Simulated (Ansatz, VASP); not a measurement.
**One calculation of CeCr2B2C, two programs**

```
Ce B Cr C
1.0
     3.76288    0.00000    0.00000
     0.00000    3.76288    0.00000
     0.00000    0.00000    4.95624
Ce B Cr C
1 2 2 1
Direct
  0.00000 0.00000 0.00000
  0.50000 0.50000 0.22400
  0.50000 0.50000 0.77600
  0.00000 0.50000 0.50000
  0.50000 0.00000 0.50000
  0.00000 0.00000 0.50000
```

Alike in both runs: task single point; functional revPBE; k mesh 5 × 5 × 4; no spin polarisation.

|  | VASP | Ansatz |
| --- | --- | --- |
| version | VASP 6.6.1 | Ansatz 0.2.0 |
| potentials or method | VASP PAW PBE potentials, release 64 (Ce, B, Cr_pv, C), cutoff 520 eV | PAW plane waves |
| occupations | fermi-dirac, width 0.1 eV | fermi-dirac |
| valence electrons in the cell | 46 | 50 |

```tsv
	VASP	Ansatz	Ansatz less VASP
gap on the k mesh at the Fermi level (eV)	none	none	-
pressure (GPa)	3.3	3.4	+0.11
traceless stress, the component that is largest in VASP (GPa)	-0.36	-0.31	+0.048
rms of the force components (eV/Å)	0.110	0.112	+0.0019
```

VASP's potentials were made for PBE, not for revPBE. Atom by atom the forces differ by 0.002 eV/Å (rms over components). A gap of «none» marks a metal or a gap that the smearing closes. VASP's potentials hold 46 valence electrons a cell and Ansatz's 50, so a difference there can come from the potentials and not from the codes.

Spin-orbit coupling is off throughout.
